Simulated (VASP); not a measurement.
# ZnS (P6_3mc) in VASP: a series of runs

Runs on ZnS. Level: PBE. Tasks: single point.

Program: VASP 6.6.1. These are calculated values, not measurements. Logs are shortened: lines on timing, memory, paths and dates and some standing lists are left out, and cuts for length are marked.

### Step 1. The cell of the first run

It takes space group P6_3mc (No. 186, hexagonal). The conventional cell has a = 3.947 Å, b = 3.947 Å, c = 12.917 Å, α = 90.00°, β = 90.00°, γ = 120.00°. Zn (site symmetry 3m) has 4 S at 2.42 Å within 3.2 Å. Within 3.2 Å of Zn (site symmetry 3m) lie 4 S at 2.42 Å. S (site symmetry 3m) has 4 Zn at 2.42 Å within 3.2 Å. Within 3.2 Å of S (site symmetry 3m) lie 4 Zn at 2.42 Å.

### Step 2. Single point, PBE (21.78 Å³/atom)

INCAR reads:

```
PREC     = Accurate       # precision mode
ENCUT    = 520            # plane-wave cutoff, eV
EDIFF    = 1E-6           # SCF threshold, eV
ISMEAR   = 0              # smearing method
SIGMA    = 0.05           # smearing width, eV
LREAL    = False          # projectors in reciprocal space
LASPH    = True           # aspherical terms in the spheres
NELM     = 80             # most SCF steps
ALGO     = Normal         # electronic algorithm
ISIF     = 2              # what is computed and relaxed
LWAVE    = False          # write WAVECAR
LCHARG   = True           # write CHGCAR
GGA      = PE             # functional
LELF     = True           # ELF
LVHAR    = True         
NBANDS   = 46             # bands
```

KPOINTS reads:

```
Automatic mesh
0
Gamma
  9 9 4
```

POSCAR reads:

```
ZnS
1.0
    3.9465151352      0.0000000000      0.0000000000
   -1.9732575676      3.4177823635      0.0000000000
    0.0000000000      0.0000000000     12.9166473715
Zn S
4 4
Direct
    0.0000000000      0.0000000000      0.0000492057
    0.0000000000      0.0000000000      0.5000492057
    0.3333333333      0.6666666667      0.2500242903
    0.6666666667      0.3333333333      0.7500242903
    0.0000000000      0.0000000000      0.1872905901
    0.0000000000      0.0000000000      0.6872905901
    0.3333333333      0.6666666667      0.4376359138
    0.6666666667      0.3333333333      0.9376359138
```

Potentials or basis: VASP PAW PBE potentials, release 64 (Zn, S).

Started as:

```
> cat potpaw_PBE.64/Zn/POTCAR potpaw_PBE.64/S/POTCAR > POTCAR
> mpirun -np 1 vasp_std > vasp.out
```

OUTCAR:

```text
PREC = Accurate
   ENCUT = 520
   EDIFF = 1E-6
   ISMEAR = 0
   LREAL = False
   LASPH = True
   NELM = 80
   ISIF = 2
   GGA = PE

 ion  position               nearest neighbor table
   1  0.000  0.000  0.000-   8 2.42   8 2.42   8 2.42   5 2.42
   2  0.000  0.000  0.500-   7 2.42   7 2.42   7 2.42   6 2.42
   3  0.333  0.667  0.250-   5 2.42   5 2.42   5 2.42   7 2.42
   4  0.667  0.333  0.750-   6 2.42   6 2.42   6 2.42   8 2.42
   5  0.000  0.000  0.187-   3 2.42   3 2.42   3 2.42   1 2.42
   6  0.000  0.000  0.687-   4 2.42   4 2.42   4 2.42   2 2.42
   7  0.333  0.667  0.438-   2 2.42   2 2.42   2 2.42   3 2.42
   8  0.667  0.333  0.938-   1 2.42   1 2.42   1 2.42   4 2.42

  LATTYP: Found a hexagonal cell.
 ALAT       =     3.9465151352
 C/A-ratio  =     3.2729248284

  Lattice vectors:

 A1 = (   3.9465151352,   0.0000000000,   0.0000000000)
 A2 = (  -1.9732575676,   3.4177823635,   0.0000000000)
 A3 = (   0.0000000000,   0.0000000000,  12.9166473715)

Analysis of symmetry for initial positions (statically):
=====================================================================
 Subroutine PRICEL returns:
 Original cell was already a primitive cell.

 Routine SETGRP: Setting up the symmetry group for a
 hexagonal supercell.

 Subroutine GETGRP returns: Found 12 space group operations
 (whereof  6 operations were pure point group operations)
 out of a pool of 24 trial point group operations.

The static configuration has the point symmetry C_3v.
 The point group associated with its full space group is C_6v.

Analysis of symmetry for dynamics (positions and initial velocities):
=====================================================================
 Subroutine PRICEL returns:
 Original cell was already a primitive cell.

 Routine SETGRP: Setting up the symmetry group for a
 hexagonal supercell.

 Subroutine GETGRP returns: Found 12 space group operations
 (whereof  6 operations were pure point group operations)
 out of a pool of 24 trial point group operations.

The dynamic configuration has the point symmetry C_3v.
 The point group associated with its full space group is C_6v.

 Subroutine INISYM returns: Found 12 space group operations
 (whereof  6 operations are pure point group operations),
 and found     1 'primitive' translations

----------------------------------------------------------------------------------------

[... 103 lines left out ...]
   NELM   =     80;   NELMIN=  2; NELMDL= -5     # of ELM steps
   EDIFF  = 0.1E-05   stopping-criterion for ELM
   LREAL  =      F    real-space projection
   EDIFFG = 0.1E-04   stopping-criterion for IOM
   NSW    =      0    number of steps for IOM
   IBRION =     -1    ionic relax: 0-MD 1-quasi-New 2-CG
   NFREE  =      0    steps in history (QN), initial steepest desc. (CG)
   ISIF   =      2    stress and relaxation
   ISYM   =      2    0-nonsym 1-usesym 2-fastsym
   POTIM  = 0.5000    time-step for ionic-motion
   TEBEG  =    0.0;   TEEND  =   0.0 temperature during run
   PSTRESS=    0.0 pullay stress
   NELECT =      72.0000    total number of electrons
   NUPDOWN=      -1.0000    fix difference up-down
   EMIN   =  10.00;   EMAX   =-10.00  energy-range for DOS
   EFERMI =   0.00;   METHOD = LEGACY
   ISMEAR =     0;   SIGMA  =   0.05  broadening in eV -4-tet -1-fermi 0-gaus
   EFERMI_NEDOS =   21; number of points for ismear=-14 and -15
   IALGO  =     38    algorithm
   IMIX   =      4    mixing-type and parameters
     AMIX     =   0.40;   BMIX     =  1.00
     AMIX_MAG =   1.60;   BMIX_MAG =  1.00
  volume/ion in A,a.u.               =      21.78       146.97
  Fermi-wavevector in a.u.,A,eV,Ry     =   1.219410  2.304350 20.231322  1.486960
  Thomas-Fermi vector in A             =   2.354663
   LORBIT       =      0    0 simple, 1 ext, 2 COOP (PROOUT), +10 PAW based schemes
   GGA     = PE    functional components
   LHFCALC =     F    Hartree Fock is set to
   AEXX    =    0.0000 exact exchange contribution
   IVDW    =     0    specifies the selected vdW correction
   LEPSILON=     F    determine dielectric tensor
   LRPA    =     F    only Hartree local field effects (RPA)
 non-spin polarized calculation
 Gauss-broadening in eV      SIGMA  =   0.05
  energy-cutoff  :      520.00
  volume of cell :      174.22
 maximum number of plane-waves:      4740
 NGX is ok and might be reduce to    30
   NGX = 15   NGY = 15   NGZ = 49

 number of electron      71.9999962 magnetization

 Free energy of the ion-electron system (eV)
  ---------------------------------------------------
  ext. energy  EPLUGINS =         0.00000000
  ---------------------------------------------------
  free energy    TOTEN  =       -27.21937738 eV

  energy without entropy =      -27.21937738  energy(sigma->0) =      -27.21937738

 E-fermi :   1.5020     XC(G=0):  -9.1696

 val. band max:        1.2466532385   @ k =   0.0000   0.0000   0.0000
 cond. band min:       2.9676584852   @ k =   0.0000   0.0000   0.0000
 fundamental gap:      1.7210052467
 Fermi energy:         1.5020487813

 k-point     1 :       0.0000    0.0000    0.0000
  band No.  band energies     occupation
      1     -11.2662      2.00000
      2     -10.9201      2.00000
      3     -10.9110      2.00000
      4     -10.5082      2.00000
      5      -4.7560      2.00000
      6      -4.7519      2.00000
[... 1165 lines left out ...]
     45       8.3334      0.00000
     46       8.8098      0.00000

 [... further k-points ...]
[... 5 lines left out ...]
  --------------------------------------------------------------------------------------
  -------------------------------------------------------------------------------------
  Total       -4.7372989     -4.7372989     -4.7935966      0.0000000      0.0000000      0.0000000
  in kB      -43.5645656    -43.5645656    -44.0822838      0.0000000      0.0000000      0.0000000
  external PRESSURE =     -43.7371383 kB  Pullay stress =       0.0000000 kB

 VOLUME and BASIS-vectors are now :
 -----------------------------------------------------------------------------
  energy-cutoff  :      520.00
  volume of cell :      174.22
      direct lattice vectors                 reciprocal lattice vectors
     3.946515135  0.000000000  0.000000000     0.253388107  0.146293692  0.000000000
    -1.973257568  3.417782364  0.000000000     0.000000000  0.292587384  0.000000000
     0.000000000  0.000000000 12.916647371     0.000000000  0.000000000  0.077419470

 POSITION                                       TOTAL-FORCE (eV/Angst)
 -----------------------------------------------------------------------------------
      0.00000      0.00000      0.00064        -0.000000      0.000000     -0.005927
      0.00000      0.00000      6.45896         0.000000     -0.000000     -0.005927
     -0.00000      2.27852      3.22948         0.000000     -0.000000     -0.002799
      1.97326      1.13926      9.68780        -0.000000      0.000000     -0.002799
      0.00000      0.00000      2.41917        -0.000000     -0.000000      0.004678
      0.00000      0.00000      8.87749         0.000000     -0.000000      0.004678
     -0.00000      2.27852      5.65279        -0.000000      0.000000      0.004047
      1.97326      1.13926     12.11111         0.000000      0.000000      0.004047
 -----------------------------------------------------------------------------------
    total drift:                               -0.000001     -0.000003     -0.000989

  FREE ENERGIE OF THE ION-ELECTRON SYSTEM (eV)
  ---------------------------------------------------
  free  energy   TOTEN  =       -27.2193773843 eV

  energy  without entropy=      -27.2193773843  energy(sigma->0) =      -27.21937738
```

OSZICAR:

```text
N       E                     dE             d eps       ncg     rms          rms(c)
DAV:   1     0.581705069469E+03    0.58171E+03   -0.33157E+04  3312   0.183E+03
DAV:   2     0.515439902565E+02   -0.53016E+03   -0.51064E+03  3320   0.425E+02
DAV:   3    -0.251219372115E+02   -0.76666E+02   -0.75582E+02  3696   0.149E+02
DAV:   4    -0.288912448371E+02   -0.37693E+01   -0.37519E+01  4010   0.332E+01
DAV:   5    -0.289517892202E+02   -0.60544E-01   -0.60508E-01  3930   0.422E+00    0.116E+01
DAV:   6    -0.271813830696E+02    0.17704E+01   -0.36468E+00  5080   0.395E+01    0.923E+00
DAV:   7    -0.272535676062E+02   -0.72185E-01   -0.35352E+00  3748   0.741E+00    0.394E+00
DAV:   8    -0.272172713792E+02    0.36296E-01   -0.26223E-01  4200   0.469E+00    0.989E-01
DAV:   9    -0.272183148640E+02   -0.10435E-02   -0.40840E-02  4276   0.275E+00    0.322E-01
DAV:  10    -0.272187888137E+02   -0.47395E-03   -0.35536E-03  3814   0.533E-01    0.178E-01
DAV:  11    -0.272193415178E+02   -0.55270E-03   -0.74732E-04  4026   0.200E-01    0.110E-01
DAV:  12    -0.272193679447E+02   -0.26427E-04   -0.18411E-04  3964   0.264E-01    0.149E-02
DAV:  13    -0.272193720403E+02   -0.40956E-05   -0.36898E-05  4022   0.754E-02    0.144E-02
DAV:  14    -0.272193771938E+02   -0.51534E-05   -0.12378E-05  3636   0.300E-02    0.521E-03
DAV:  15    -0.272193773843E+02   -0.19055E-06   -0.14363E-06  2580   0.144E-02
   1 F= -.27219377E+02 E0= -.27219377E+02  d E =-.814424E-15
```

stdout:

```text
POSCAR found type information on POSCAR ZnS
 POSCAR found :  2 types and       8 ions
 scaLAPACK will be used
 LDA part: xc-table for (Slater+PW92), standard interpolation
 POSCAR, INCAR and KPOINTS ok, starting setup
 FFT: planning ... GRIDC
 FFT: planning ... GRID_SOFT
 FFT: planning ... GRID
 WAVECAR not read
 entering main loop
```

Run time: 2.8 min. Hardware: 1 thread of Intel Xeon 6975P-C (Granite Rapids), shared host; peak memory 0.4 GiB.

What came out:

- Free energy: -27.2194 eV
- Pressure: -4.4 GPa
- Largest force: 0.006 eV/Å
- Band gap on the k mesh: 1.72 eV

Forces in eV/Å, atoms in the order of the input:
```
Zn   0.000  0.000 -0.006
Zn   0.000  0.000 -0.006
Zn   0.000  0.000 -0.003
Zn   0.000  0.000 -0.003
S    0.000  0.000  0.005
S    0.000  0.000  0.005
S    0.000  0.000  0.004
S    0.000  0.000  0.004
```

Caveat: the cell stands under tension; an odd mesh through Γ misses points on the zone boundary, where band edges can lie. Expect the measured gap to be larger: semilocal functionals such as PBE lack the derivative discontinuity.

[end of part 1 of 2]
